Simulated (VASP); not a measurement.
C, 8 atoms in the cell. The structure is cubic, space group Im-3m (No. 229). Conventional cell: a = 4.821 Å, b = 4.821 Å, c = 4.821 Å, α = 90.00°, β = 90.00°, γ = 90.00°. Within 1.9 Å of C (site symmetry 3m) lie 4 C at 1.46 to 1.57 Å. 

| Item | Value |
| --- | --- |
| Program | VASP 6.6.1 |
| Task | single point |
| Functional | LDA |
| Potentials or basis | VASP PAW LDA potentials, release 64 (C) |
| Cutoff | 520 eV |
| k mesh | 8 × 8 × 8 |
| Occupations | gaussian, width 0.02 eV |
| Spin | no spin polarisation |
| Dipole correction | no |
| Further INCAR settings | ALGO = Normal; EDIFF = 1e-07; NBANDS = 26 |

Potentials or basis: VASP PAW LDA potentials, release 64 (C).

The run is started by

```sh
$ cat potpaw_LDA.64/C/POTCAR > POTCAR
$ mpirun -np 1 vasp_std > vasp.out
```

Hardware: 1 thread of Intel(R) Xeon(R) Platinum 8259CL CPU @ 2.50GHz (Skylake/Cascade Lake) (shared host).

How long does it take, and how much memory?

It took 38 s on 1 thread of Intel(R) Xeon(R) Platinum 8259CL CPU @ 2.50GHz (Skylake/Cascade Lake), on a shared host, peak memory 0.16 GiB. Counts: scf iterations 14, k points 29.
